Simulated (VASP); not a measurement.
# Al9H in VASP: relaxation of the atoms with PBE

Aim: the relaxation of the atoms of Al9H with PBE.

Program: VASP 6.6.1. These are calculated values, not measurements. Logs are shortened: lines on timing, memory, paths and dates and some standing lists are left out, and cuts for length are marked.

## (1) The cell of the first run

The cell holds a slab with vacuum, 10 atoms: a = 2.854 Å, b = 2.854 Å, c = 34.261 Å, α = 90.00°, β = 90.00°, γ = 120.00°.

## (2) Relaxation of the atoms, PBE

The input, INCAR:

```
SYSTEM = Al9H
ALGO     = Normal         ! electronic algorithm
DIPOL    = 0.5 0.5 0.421
EDIFF    = 1E-6           ! SCF threshold, eV
EDIFFG   = -0.025         ! ionic threshold
ENCUT    = 520            ! plane-wave cutoff, eV
GGA      = PE             ! functional
IBRION   = 2              ! ionic algorithm
IDIPOL   = 3            
ISIF     = 2              ! what is computed and relaxed
ISMEAR   = 0              ! smearing method
LASPH    = .TRUE.         ! aspherical terms in the spheres
LCHARG   = .FALSE.        ! write CHGCAR
LDIPOL   = .TRUE.       
LREAL    = .FALSE.        ! projectors in reciprocal space
LWAVE    = .FALSE.        ! write WAVECAR
NELM     = 60             ! most SCF steps
NSW      = 50             ! ionic steps
PREC     = Accurate       ! precision mode
SIGMA    = 0.1            ! smearing width, eV
```

The input, KPOINTS:

```
k-points
0
G
  9 9 1
  0 0 0
```

The input, POSCAR:

```
Al9H
1.0
    2.8535431556      0.0000000000      0.0000000000
   -1.4267715778      2.4712408635      0.0000000000
    0.0000000000      0.0000000000     34.2605580981
Al H
9 1
Selective dynamics
Direct
    0.3333333333      0.6666666667      0.1167523304  F F F
    0.0000000000      0.0000000000      0.1852090274  F F F
    0.6666666667      0.3333333333      0.2536657244  F F F
    0.0000000000      0.0000000000      0.3221224214  F F F
    0.3333333333      0.6666666667      0.3899858430  F F F
    0.0000000000      0.0000000000      0.4578168584  F F F
    0.6666666667      0.3333333333      0.5268325047  F F F
    0.0000000000      0.0000000000      0.5950901730  F F F
    0.3333333333      0.6666666667      0.6643370500  T T T
    1.1666666667      0.8333333333      0.7001762908  F F T
```

Potentials or basis: VASP PAW PBE potentials, release 64 (Al, H).

Launch:

```sh
> cat potpaw_PBE.64/Al/POTCAR potpaw_PBE.64/H/POTCAR > POTCAR
> mpirun -np 1 vasp_std > vasp.out
```

OUTCAR:

```text
SYSTEM = Al9H
   EDIFF = 1E-6
   EDIFFG = -0.025
   ENCUT = 520
   GGA = PE
   IBRION = 2
   ISIF = 2
   ISMEAR = 0
   LASPH = .TRUE.
   LREAL = .FALSE.
   NELM = 60
   NSW = 50
   PREC = Accurate

 ion  position               nearest neighbor table
   1  0.333  0.667  0.117-   2 2.87   2 2.87   2 2.87
   2  0.000  0.000  0.185-   1 2.87   3 2.87   1 2.87   3 2.87   3 2.87   1 2.87
   3  0.667  0.333  0.254-   2 2.87   4 2.87   2 2.87   4 2.87   2 2.87   4 2.87
   4  0.000  0.000  0.322-   5 2.85   5 2.85   5 2.85   3 2.87   3 2.87   3 2.87
   5  0.333  0.667  0.390-   6 2.85   6 2.85   6 2.85   4 2.85   4 2.85   4 2.85
   6  0.000  0.000  0.458-   5 2.85   5 2.85   5 2.85   7 2.88   7 2.88   7 2.88
   7  0.667  0.333  0.527-   8 2.86   8 2.86   8 2.86   6 2.88   6 2.88   6 2.88
   8  0.000  0.000  0.595-   7 2.86   7 2.86   7 2.86   9 2.89   9 2.89   9 2.89
   9  0.333  0.667  0.664-  10 1.48   8 2.89   8 2.89   8 2.89
  10  0.167  0.833  0.700-   9 1.48

  LATTYP: Found a hexagonal cell.
 ALAT       =     2.8535431556
 C/A-ratio  =    12.0063220459

  Lattice vectors:

 A1 = (   2.8535431556,   0.0000000000,   0.0000000000)
 A2 = (  -1.4267715778,   2.4712408635,   0.0000000000)
 A3 = (   0.0000000000,   0.0000000000,  34.2605580981)

Analysis of symmetry for initial positions (statically):
=====================================================================
 Subroutine PRICEL returns:
 Original cell was already a primitive cell.

 Routine SETGRP: Setting up the symmetry group for a
 hexagonal supercell.

 Subroutine GETGRP returns: Found  2 space group operations
 (whereof  2 operations were pure point group operations)
 out of a pool of 24 trial point group operations.

The static configuration has the point symmetry C_1h.

Analysis of symmetry for dynamics (positions and initial velocities):
=====================================================================
 Subroutine PRICEL returns:
 Original cell was already a primitive cell.

 Routine SETGRP: Setting up the symmetry group for a
 hexagonal supercell.

 Subroutine GETGRP returns: Found  2 space group operations
 (whereof  2 operations were pure point group operations)
 out of a pool of 24 trial point group operations.

The dynamic configuration has the point symmetry C_1h.

Analysis of constrained symmetry for selective dynamics:
=====================================================================
 Subroutine PRICEL returns:
 Original cell was already a primitive cell.

 Routine SETGRP: Setting up the symmetry group for a
 hexagonal supercell.

 Subroutine GETGRP returns: Found  2 space group operations
 (whereof  2 operations were pure point group operations)
 out of a pool of 24 trial point group operations.

The constrained configuration has the point symmetry C_1h.

 Subroutine INISYM returns: Found  2 space group operations
 (whereof  2 operations are pure point group operations),
 and found     1 'primitive' translations

----------------------------------------------------------------------------------------

                                     Primitive cell

  volume of cell :     241.5983

  direct lattice vectors                    reciprocal lattice vectors
     2.853543156  0.000000000  0.000000000     0.350441520  0.202327506  0.000000000
    -1.426771578  2.471240863  0.000000000     0.000000000  0.404655011  0.000000000
     0.000000000  0.000000000 34.260558098     0.000000000  0.000000000  0.029188083

  length of vectors
     2.853543156  2.853543156 34.260558098     0.404655011  0.404655011  0.029188083

  position of ions in fractional coordinates (direct lattice)
     0.333333333  0.666666667  0.116752330
     0.000000000  0.000000000  0.185209027
     0.666666667  0.333333333  0.253665724
     0.000000000  0.000000000  0.322122421
     0.333333333  0.666666667  0.389985843
     0.000000000  0.000000000  0.457816858
[... 75 lines left out ...]
   ions per type =               9   1
   NGX,Y,Z   is equivalent  to a cutoff of  13.98, 13.98, 12.42 a.u.
   NGXF,Y,Z  is equivalent  to a cutoff of  27.96, 27.96, 24.84 a.u.
 SYSTEM =  Al9H
   PREC   = accura    normal or accurate (medium, high low for compatibility)
   ISTART =      0    job   : 0-new  1-cont  2-samecut
   ICHARG =      2    charge: 1-file 2-atom 10-const
   ISPIN  =      1    spin polarized calculation?
   LNONCOLLINEAR =      F non collinear calculations
   LSORBIT =      F    spin-orbit coupling
   LASPH  =      T    aspherical Exc in radial PAW
   ENCUT  =  520.0 eV  38.22 Ry    6.18 a.u.   5.31  5.31 63.70*2*pi/ulx,y,z
   NELM   =     60;   NELMIN=  2; NELMDL= -5     # of ELM steps
   EDIFF  = 0.1E-05   stopping-criterion for ELM
   LREAL  =      F    real-space projection
   EDIFFG = -.3E-01   stopping-criterion for IOM
   NSW    =     50    number of steps for IOM
   IBRION =      2    ionic relax: 0-MD 1-quasi-New 2-CG
   NFREE  =      1    steps in history (QN), initial steepest desc. (CG)
   ISIF   =      2    stress and relaxation
   ISYM   =      2    0-nonsym 1-usesym 2-fastsym
   POTIM  = 0.5000    time-step for ionic-motion
   TEBEG  =    0.0;   TEEND  =   0.0 temperature during run
   PSTRESS=    0.0 pullay stress
   NELECT =      28.0000    total number of electrons
   NUPDOWN=      -1.0000    fix difference up-down
   EMIN   =  10.00;   EMAX   =-10.00  energy-range for DOS
   EFERMI =   0.00;   METHOD = LEGACY
   ISMEAR =     0;   SIGMA  =   0.10  broadening in eV -4-tet -1-fermi 0-gaus
   EFERMI_NEDOS =   21; number of points for ismear=-14 and -15
   IALGO  =     38    algorithm
   IMIX   =      4    mixing-type and parameters
     AMIX     =   0.40;   BMIX     =  1.00
     AMIX_MAG =   1.60;   BMIX_MAG =  1.00
  volume/ion in A,a.u.               =      24.16       163.04
  Fermi-wavevector in a.u.,A,eV,Ry     =   0.798171  1.508325  8.667968  0.637078
  Thomas-Fermi vector in A             =   1.905031
   LORBIT       =      0    0 simple, 1 ext, 2 COOP (PROOUT), +10 PAW based schemes
   GGA     = PE    functional components
   LHFCALC =     F    Hartree Fock is set to
   AEXX    =    0.0000 exact exchange contribution
   IVDW    =     0    specifies the selected vdW correction
   LEPSILON=     F    determine dielectric tensor
   LRPA    =     F    only Hartree local field effects (RPA)
 conjugate gradient relaxation of ions
 non-spin polarized calculation
 Gauss-broadening in eV      SIGMA  =   0.10
  energy-cutoff  :      520.00
  volume of cell :      241.60
 maximum number of plane-waves:      6547
 NGX is ok and might be reduce to    24
   NGX = 11   NGY = 11   NGZ =127

--------------------------------------- Ionic step        1  -------------------------------------------

 number of electron      28.0000001 magnetization

 Free energy of the ion-electron system (eV)
  ---------------------------------------------------
  ext. energy  EPLUGINS =         0.00000000
  ---------------------------------------------------
  free energy    TOTEN  =       -35.64059718 eV

  energy without entropy =      -35.61193020  energy(sigma->0) =      -35.62626369

------------------------ aborting loop because EDIFF is reached ----------------------------------------

  FORCE on cell =-STRESS in cart. coord.  units (eV):
  Direction    XX          YY          ZZ          XY          YZ          ZX
  --------------------------------------------------------------------------------------
  -------------------------------------------------------------------------------------
  Total        0.4382687      0.1962174      1.7470640     -0.2096226      0.5835261     -1.0106967
  in kB        2.9064117      1.3012303     11.5857841     -1.3901278      3.8696963     -6.7025104
  external PRESSURE =       5.2644754 kB  Pullay stress =       0.0000000 kB
[... 113 lines left out ...]
  FREE ENERGIE OF THE ION-ELECTRON SYSTEM (eV)
  ---------------------------------------------------
  free  energy   TOTEN  =       -35.8240429620 eV

  energy  without entropy=      -35.7973885214  energy(sigma->0) =      -35.81071574

 dipolmoment           0.000000      0.000000      0.006376 electrons x Angstroem

[... ionic steps 4 to 21 ...]

--------------------------------------- Ionic step       22  -------------------------------------------

 number of electron      28.0000001 magnetization

------------------------ aborting loop because EDIFF is reached ----------------------------------------

 vacuum level on the upper side and lower side of the slab       (xc-potential included)        -0.356        -0.303

  FORCE on cell =-STRESS in cart. coord.  units (eV):
  Direction    XX          YY          ZZ          XY          YZ          ZX
  --------------------------------------------------------------------------------------
  -------------------------------------------------------------------------------------
  Total       -0.3855703     -0.1966510     -0.3352604      0.1636089     -0.0331670      0.0574470
  in kB       -2.5569378     -1.3041059     -2.2233040      1.0849842     -0.2199496      0.3809638
  external PRESSURE =      -2.0281159 kB  Pullay stress =       0.0000000 kB
[... 75 lines left out ...]
--------------------------------------- Ionic step       24  -------------------------------------------

 number of electron      28.0000000 magnetization

 dipolmoment           0.000000      0.000000     -0.007963 electrons x Angstroem

 Free energy of the ion-electron system (eV)
  ---------------------------------------------------
  ext. energy  EPLUGINS =         0.00000000
  ---------------------------------------------------
  free energy    TOTEN  =       -35.86831638 eV

  energy without entropy =      -35.84355814  energy(sigma->0) =      -35.85593726

 E-fermi :   3.6225     XC(G=0):  -6.8850

 val. band max:        3.6006723130   @ k =   0.0000   0.0000   0.0000
 cond. band min:       3.6225197753   @ k =   0.3333   0.2222   0.0000
 fundamental gap:      0.0218474624
 Fermi energy:         3.6224961052

 k-point     1 :       0.0000    0.0000    0.0000
  band No.  band energies     occupation
      1      -7.6412      2.00000
      2      -7.4636      2.00000
      3      -7.1231      2.00000
      4      -6.6598      2.00000
      5      -6.0375      2.00000
      6      -5.2626      2.00000
[... 541 lines left out ...]
     19       4.0573      0.00000
     20       4.2593      0.00000

 [... further k-points ...]

------------------------ aborting loop because EDIFF is reached ----------------------------------------

 vacuum level on the upper side and lower side of the slab       (xc-potential included)        -0.105         0.095

  FORCE on cell =-STRESS in cart. coord.  units (eV):
  Direction    XX          YY          ZZ          XY          YZ          ZX
  --------------------------------------------------------------------------------------
  -------------------------------------------------------------------------------------
  Total       -0.3200816     -0.2004527     -0.2423800      0.1036017     -0.1113314      0.1928317
  in kB       -2.1226448     -1.3293167     -1.6073608      0.6870423     -0.7383026      1.2787775
  external PRESSURE =      -1.6864407 kB  Pullay stress =       0.0000000 kB
[... 25 lines left out ...]
  FREE ENERGIE OF THE ION-ELECTRON SYSTEM (eV)
  ---------------------------------------------------
  free  energy   TOTEN  =       -35.8683163763 eV

  energy  without entropy=      -35.8435581351  energy(sigma->0) =      -35.85593726

 reached required accuracy - stopping structural energy minimisation

 vacuum level on the upper side and lower side of the slab         7.336         7.540
```

It took 34 min on 1 thread of Intel Xeon Platinum 8488C (Sapphire Rapids), shared host; peak memory 0.45 GiB.

What came out:

| Property | Result |
| --- | --- |
| Free energy | -35.8683 eV |
| Energy gained by relaxing | 22.8 meV/atom |
| Ionic steps | 24 |

Step by step:
| step | energy change (eV) | largest force on free atoms (eV/Å) | pressure (GPa) |
| --- | --- | --- | --- |
| 1 | 0.0000 | 2.5195 | 0.53 |
| 2 | -0.1762 | 0.3736 | -0.14 |
| 3 | -0.1834 | 0.0421 | -0.06 |
| 4 | -0.1834 | 0.0498 | -0.06 |
| 5 | -0.1836 | 0.0316 | -0.06 |
| 6 | -0.1837 | 0.0715 | -0.05 |
| 7 | -0.1837 | 0.0704 | -0.04 |
| 8 | -0.1840 | 0.0671 | -0.04 |
| 9 | -0.1844 | 0.0618 | -0.04 |
| 10 | -0.1851 | 0.0489 | -0.02 |
| 11 | -0.1860 | 0.0311 | 0.00 |
| 12 | -0.1860 | 0.0973 | 0.04 |
| 13 | -0.1864 | 0.0522 | 0.02 |
| 14 | -0.1867 | 0.0566 | 0.03 |
| 15 | -0.1867 | 0.0664 | 0.03 |
| 16 | -0.1869 | 0.0634 | 0.02 |
| 17 | -0.1874 | 0.0536 | 0.01 |
| 18 | -0.1886 | 0.0402 | -0.02 |
| 19 | -0.1920 | 0.0697 | -0.08 |
| 20 | -0.2058 | 0.1630 | -0.17 |
| 21 | -0.2220 | 0.1649 | -0.11 |
| 22 | -0.2218 | 0.1435 | -0.20 |
| 23 | -0.2276 | 0.0338 | -0.18 |
| 24 | -0.2277 | 0.0126 | -0.17 |

Final structure:
```
Al H
1.0
     2.85354    0.00000    0.00000
    -1.42677    2.47124    0.00000
     0.00000    0.00000   34.26056
Al H
9 1
Cartesian
  0.0000 1.6475 4.0000
  0.0000 0.0000 6.3454
  1.4268 0.8237 8.6907
  0.0000 0.0000 11.0361
  0.0000 1.6475 13.3611
  0.0000 0.0000 15.6851
  1.4268 0.8237 18.0496
  0.0000 0.0000 20.3881
  0.6666 1.2626 22.7368
  -0.7134 2.0594 23.7370
```

Caveat: the highest band is partly filled, so the run has too few bands.
